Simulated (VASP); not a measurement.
# SrO (Fm-3m) in VASP: further runs, part 2 of 2

VASP 6.6.1. Earlier steps stand in the parts before.

**3. Dielectric tensor, r2SCAN (strain -3.0%)**

INCAR reads:

```
SYSTEM = SrO
PREC = Accurate ; ENCUT = 520
EDIFF = 1E-8 ; ISMEAR = 0
SIGMA = 0.01 ; LREAL = .False.
LASPH = .True. ; NELM = 100
ALGO = Normal ; ISIF = 2
LWAVE = .False. ; LCHARG = .False.
METAGGA = R2SCAN ; LMIXTAU = .True.
LCALCEPS = .True.
```

KPOINTS reads:

```
regular mesh
0
Gamma
  8 8 8
  0 0 0
```

POSCAR reads:

```
SrO
1.0
    0.0000000000      2.5024955561      2.5024955561
    2.5024955561      0.0000000000      2.5024955561
    2.5024955561      2.5024955561      0.0000000000
Sr O
1 1
Direct
    0.0000000000      0.0000000000      0.0000000000
    0.5000000000      0.5000000000      0.5000000000
```

Potentials or basis: VASP PAW PBE potentials, release 64 (Sr_sv, O).

Launch:

```
cat potpaw_PBE.64/Sr_sv/POTCAR potpaw_PBE.64/O/POTCAR > POTCAR
mpirun -np 1 vasp_std > vasp.out
```

OUTCAR:

```text
SYSTEM = SrO
   PREC = Accurate
   ENCUT = 520
   EDIFF = 1E-8
   ISMEAR = 0
   LREAL = .False.
   LASPH = .True.
   NELM = 100
   ISIF = 2
   METAGGA = R2SCAN

 ion  position               nearest neighbor table
   1  0.000  0.000  0.000-   2 2.50   2 2.50   2 2.50   2 2.50   2 2.50   2 2.50
   2  0.500  0.500  0.500-   1 2.50   1 2.50   1 2.50   1 2.50   1 2.50   1 2.50

  LATTYP: Found a face centered cubic cell.
 ALAT       =     5.0049911122

  Lattice vectors:

 A1 = (   0.0000000000,   2.5024955561,   2.5024955561)
 A2 = (   2.5024955561,   0.0000000000,   2.5024955561)
 A3 = (   2.5024955561,   2.5024955561,   0.0000000000)

Analysis of symmetry for initial positions (statically):
=====================================================================
 Subroutine PRICEL returns:
 Original cell was already a primitive cell.

 Routine SETGRP: Setting up the symmetry group for a
 face centered cubic supercell.

[... 557 lines left out ...]
  z     0.00000     0.00000     0.00000     0.00000     0.00000     0.00000

 PIEZOELECTRIC TENSOR (including local field effects) (C/m^2)
          XX          YY          ZZ          XY          YZ          ZX
  --------------------------------------------------------------------------------
  x     0.00000     0.00000     0.00000     0.00000     0.00000     0.00000
  y     0.00000     0.00000     0.00000     0.00000     0.00000     0.00000
  z     0.00000     0.00000     0.00000     0.00000     0.00000     0.00000

 BORN EFFECTIVE CHARGES (including local field effects) (in |e|, cummulative output)
 ---------------------------------------------------------------------------------
 ion    1
    1     2.46812    -0.00000     0.00000
    2    -0.00000     2.46812     0.00000
    3    -0.00000    -0.00000     2.46812
 ion    2
    1    -2.46812    -0.00000    -0.00000
    2     0.00000    -2.46812    -0.00000
    3     0.00000     0.00000    -2.46812

  FORCE on cell =-STRESS in cart. coord.  units (eV):
  Direction    XX          YY          ZZ          XY          YZ          ZX
  --------------------------------------------------------------------------------------
  -------------------------------------------------------------------------------------
  Total        2.2109171      2.2109171      2.2109171      0.0000000      0.0000000     -0.0000000
  in kB      113.0142222    113.0142222    113.0142222      0.0000000      0.0000000     -0.0000000
  external PRESSURE =     113.0142222 kB  Pullay stress =       0.0000000 kB

 VOLUME and BASIS-vectors are now :
 -----------------------------------------------------------------------------
  energy-cutoff  :      520.00
  volume of cell :       31.34
      direct lattice vectors                 reciprocal lattice vectors
     0.000000000  2.502495556  2.502495556    -0.199800555  0.199800555  0.199800555
     2.502495556  0.000000000  2.502495556     0.199800555 -0.199800555  0.199800555
     2.502495556  2.502495556  0.000000000     0.199800555  0.199800555 -0.199800555

 POSITION                                       TOTAL-FORCE (eV/Angst)
 -----------------------------------------------------------------------------------
      0.00000      0.00000      0.00000         0.000000     -0.000000     -0.000000
      2.50250      2.50250      2.50250         0.000000      0.000000      0.000000
 -----------------------------------------------------------------------------------
    total drift:                                0.000000      0.000000      0.000000

  FREE ENERGIE OF THE ION-ELECTRON SYSTEM (eV)
  ---------------------------------------------------
  free  energy   TOTEN  =       -26.9504788968 eV

  energy  without entropy=      -26.9504788968  energy(sigma->0) =      -26.95047890
```

OSZICAR:

```text
N       E                     dE             d eps       ncg     rms          rms(c)
DAV:   1     0.580806167593E+02    0.58081E+02   -0.92141E+03   696   0.137E+03
DAV:   2    -0.311589795933E+02   -0.89240E+02   -0.82214E+02   928   0.258E+02
DAV:   3    -0.345954012323E+02   -0.34364E+01   -0.34153E+01   996   0.500E+01
[... 12 lines left out ...]
DMP:  10    -0.269504787849E+02   -0.67625E-07   -0.58544E-07  1800   0.874E-07   0.113E-06
DMP:  11    -0.269504788288E+02   -0.43940E-07   -0.34314E-07  1800   0.479E-07   0.730E-07
DMP:  12    -0.269504788559E+02   -0.27084E-07   -0.23386E-07  1800   0.328E-07   0.494E-07
DMP:  13    -0.269504788756E+02   -0.19637E-07   -0.16189E-07  1800   0.201E-07   0.392E-07
DMP:  14    -0.269504788890E+02   -0.13401E-07   -0.95470E-08  1800   0.103E-07   0.262E-07
DMP:  15    -0.269504788968E+02   -0.78721E-08   -0.55918E-08  1800   0.606E-08   0.152E-07
   1 F= -.26950479E+02 E0= -.26950479E+02  d E =-.885655E-55
```

Wall time 50 min (1 thread of Intel Xeon Platinum 8259CL at 2.50GHz (Skylake/Cascade Lake), shared host); peak memory 0.38 GiB.

What came out:

```
Band gap on the k mesh                  : 3.68 eV (least direct gap 3.70 eV)
Electronic dielectric tensor (diagonal) : 3.58
Born charges (mean of the diagonal)     : Sr +2.47; O -2.47 e
```

Levels at points of the mesh, in eV from the valence-band top:
```csv
k point,band 6,band 7,band 8,band 9,band 10,band 11
"(0.00, 0.00, 0.00)",0.00,0.00,0.00,5.30,6.95,6.95
"(0.50, 0.00, 0.00)",-2.27,-1.30,-1.30,7.48,9.78,9.96
"(0.50, 0.50, 0.00)",-0.26,-0.02,-0.02,3.68,9.18,11.47
```

Electronic dielectric tensor:
```
3.58 0.00 0.00
0.00 3.58 0.00
0.00 0.00 3.58
```

Born effective charge tensors (e):
atom 1, Sr
```
2.47 0.00 0.00
0.00 2.47 0.00
0.00 0.00 2.47
```
atom 2, O
```
-2.47  0.00  0.00
 0.00 -2.47  0.00
 0.00  0.00 -2.47
```

Dipole moments of the cell (e·Å, modulo the quantum): ionic -15.015, -15.015, -15.015; electronic 0.000, 0.000, 0.004

Caveat: the cell differs from its parent crystal (strain -3.0%); the PAW data sets were made with another functional, which shifts forces and pressure a little.

**4. Dielectric tensor, r2SCAN (strain -2.0%)**

INCAR reads:

```
  PREC = Accurate
  ENCUT = 520
  EDIFF = 1E-8
  ISMEAR = 0
  SIGMA = 0.01
  LREAL = F
  LASPH = T
  NELM = 100
  ALGO = Normal
  ISIF = 2
  LWAVE = F
  LCHARG = F
  METAGGA = R2SCAN
  LMIXTAU = T
  LCALCEPS = T
```

KPOINTS reads:

```
Automatic mesh
0
Gamma
  8 8 8
```

POSCAR reads:

```
SrO
1.0
    0.0000000000      2.5282944794      2.5282944794
    2.5282944794      0.0000000000      2.5282944794
    2.5282944794      2.5282944794      0.0000000000
Sr O
1 1
Direct
    0.0000000000      0.0000000000      0.0000000000
    0.5000000000      0.5000000000      0.5000000000
```

Potentials or basis: VASP PAW PBE potentials, release 64 (Sr_sv, O).

Launch:

```
cat potpaw_PBE.64/Sr_sv/POTCAR potpaw_PBE.64/O/POTCAR > POTCAR
mpirun -np 1 vasp_std > vasp.out
```

OUTCAR:

```text
PREC = Accurate
   ENCUT = 520
   EDIFF = 1E-8
   ISMEAR = 0
   LREAL = F
   LASPH = T
   NELM = 100
   ISIF = 2
   METAGGA = R2SCAN

 ion  position               nearest neighbor table
   1  0.000  0.000  0.000-   2 2.53   2 2.53   2 2.53   2 2.53   2 2.53   2 2.53
   2  0.500  0.500  0.500-   1 2.53   1 2.53   1 2.53   1 2.53   1 2.53   1 2.53

  LATTYP: Found a face centered cubic cell.
 ALAT       =     5.0565889588

  Lattice vectors:

 A1 = (   0.0000000000,   2.5282944794,   2.5282944794)
 A2 = (   2.5282944794,   0.0000000000,   2.5282944794)
 A3 = (   2.5282944794,   2.5282944794,   0.0000000000)

Analysis of symmetry for initial positions (statically):
=====================================================================
 Subroutine PRICEL returns:
 Original cell was already a primitive cell.

 Routine SETGRP: Setting up the symmetry group for a
 face centered cubic supercell.

 Subroutine GETGRP returns: Found 48 space group operations
 (whereof 48 operations were pure point group operations)
 out of a pool of 48 trial point group operations.

The static configuration has the point symmetry O_h .

Analysis of symmetry for dynamics (positions and initial velocities):
=====================================================================
 Subroutine PRICEL returns:
 Original cell was already a primitive cell.

 Routine SETGRP: Setting up the symmetry group for a
 face centered cubic supercell.

 Subroutine GETGRP returns: Found 48 space group operations
 (whereof 48 operations were pure point group operations)
 out of a pool of 48 trial point group operations.

[... 508 lines left out ...]
      4     -12.9486      2.00000
      5     -11.9972      2.00000
      6      -0.0161      2.00000
      7       0.6807      2.00000
      8       0.7840      2.00000
      9   10000.0000      0.00000
     10   10000.0000      0.00000
     11   10000.0000      0.00000
     12   10000.0000      0.00000

 [... further k-points ...]

------------------------ aborting loop because EDIFF is reached ----------------------------------------

            Ionic dipole moment: p[ion]=(   -15.16977   -15.16977   -15.16977 ) |e| Angst

 Total electronic dipole moment: p[elc]=(     0.00000     0.00000     0.00456 ) |e| Angst

 MACROSCOPIC STATIC DIELECTRIC TENSOR (including local field effects)
 ------------------------------------------------------
           3.553896    -0.000000     0.000000
          -0.000000     3.553896    -0.000000
           0.000000    -0.000000     3.553896
 ------------------------------------------------------

 PIEZOELECTRIC TENSOR (including local field effects) (e Angst)
          XX          YY          ZZ          XY          YZ          ZX
  --------------------------------------------------------------------------------
  x     0.00000     0.00000     0.00000     0.00000     0.00000     0.00000
  y     0.00000     0.00000     0.00000     0.00000     0.00000     0.00000
  z     0.00000     0.00000     0.00000     0.00000     0.00000     0.00000

 PIEZOELECTRIC TENSOR (including local field effects) (C/m^2)
          XX          YY          ZZ          XY          YZ          ZX
  --------------------------------------------------------------------------------
  x     0.00000     0.00000     0.00000     0.00000     0.00000     0.00000
  y     0.00000     0.00000     0.00000     0.00000     0.00000     0.00000
  z     0.00000     0.00000     0.00000     0.00000     0.00000     0.00000

 BORN EFFECTIVE CHARGES (including local field effects) (in |e|, cummulative output)
 ---------------------------------------------------------------------------------
 ion    1
    1     2.44626     0.00000     0.00000
    2    -0.00000     2.44626     0.00000
    3     0.00000     0.00000     2.44626
 ion    2
    1    -2.44626     0.00000     0.00000
    2     0.00000    -2.44626    -0.00000
    3     0.00000    -0.00000    -2.44626

  FORCE on cell =-STRESS in cart. coord.  units (eV):
  Direction    XX          YY          ZZ          XY          YZ          ZX
  --------------------------------------------------------------------------------------
  -------------------------------------------------------------------------------------
  Total        1.4521440      1.4521440      1.4521440      0.0000000      0.0000000     -0.0000000
  in kB       71.9792463     71.9792463     71.9792463      0.0000000      0.0000000     -0.0000000
  external PRESSURE =      71.9792463 kB  Pullay stress =       0.0000000 kB

 VOLUME and BASIS-vectors are now :
 -----------------------------------------------------------------------------
  energy-cutoff  :      520.00
  volume of cell :       32.32
      direct lattice vectors                 reciprocal lattice vectors
     0.000000000  2.528294479  2.528294479    -0.197761773  0.197761773  0.197761773
     2.528294479  0.000000000  2.528294479     0.197761773 -0.197761773  0.197761773
     2.528294479  2.528294479  0.000000000     0.197761773  0.197761773 -0.197761773

 POSITION                                       TOTAL-FORCE (eV/Angst)
 -----------------------------------------------------------------------------------
      0.00000      0.00000      0.00000         0.000000     -0.000000     -0.000000
      2.52829      2.52829      2.52829        -0.000000      0.000000      0.000000
 -----------------------------------------------------------------------------------
    total drift:                                0.000000      0.000000      0.000000

  FREE ENERGIE OF THE ION-ELECTRON SYSTEM (eV)
  ---------------------------------------------------
  free  energy   TOTEN  =       -27.0075710447 eV

  energy  without entropy=      -27.0075710447  energy(sigma->0) =      -27.00757104
```

Wall time 53 min (1 thread of Intel Xeon Platinum 8259CL at 2.50GHz (Skylake/Cascade Lake), shared host); peak memory 0.39 GiB.

Results:

| Quantity | Value |
| --- | --- |
| Band gap on the k mesh | 3.71 eV (least direct gap 3.76 eV) |
| Electronic dielectric tensor (diagonal) | 3.55 |
| Born charges (mean of the diagonal) | Sr +2.45; O -2.45 e |

Levels at points of the mesh, in eV from the valence-band top:
```csv
k point,band 5,band 6,band 7,band 8,band 9,band 10,band 11,band 12
"(0.00, 0.00, 0.00)",-14.26,0.00,0.00,0.00,5.05,6.89,6.89,6.89
"(0.50, 0.00, 0.00)",-13.20,-2.21,-1.23,-1.23,7.34,9.51,9.78,9.78
"(0.50, 0.50, 0.00)",-14.68,-0.33,-0.05,-0.05,3.71,8.92,11.26,11.60
```

Electronic dielectric tensor:
```
3.55 0.00 0.00
0.00 3.55 0.00
0.00 0.00 3.55
```

Born effective charge tensors (e):
atom 1, Sr
```
2.45 0.00 0.00
0.00 2.45 0.00
0.00 0.00 2.45
```
atom 2, O
```
-2.45  0.00  0.00
 0.00 -2.45  0.00
 0.00  0.00 -2.45
```

Dipole moments of the cell (e·Å, modulo the quantum): ionic -15.170, -15.170, -15.170; electronic 0.000, 0.000, 0.005

Caveat: the cell differs from its parent crystal (strain -2.0%); the PAW data sets were made with another functional, which shifts forces and pressure a little. A k mesh can miss the band edges.

**5. Overview**

| cell | gap on the mesh (eV) |
| --- | --- |
| a = 3.503 Å, angles 60.0°, 2 atoms | 3.64 |
| a = 3.539 Å, angles 60.0°, 2 atoms | 3.68 |
| a = 3.576 Å, angles 60.0°, 2 atoms | 3.71 |

Alike in all rows: task dielectric tensor; level r2SCAN; potentials or basis VASP PAW PBE potentials, release 64 (Sr_sv, O); no spin polarisation; k mesh 8 × 8 × 8; cutoff (eV) 520; smearing gaussian 0.01 eV.

Caveats: the PAW data sets were made with another functional, which shifts forces and pressure a little.

Absolute energies hang on the potentials; compare differences alone.
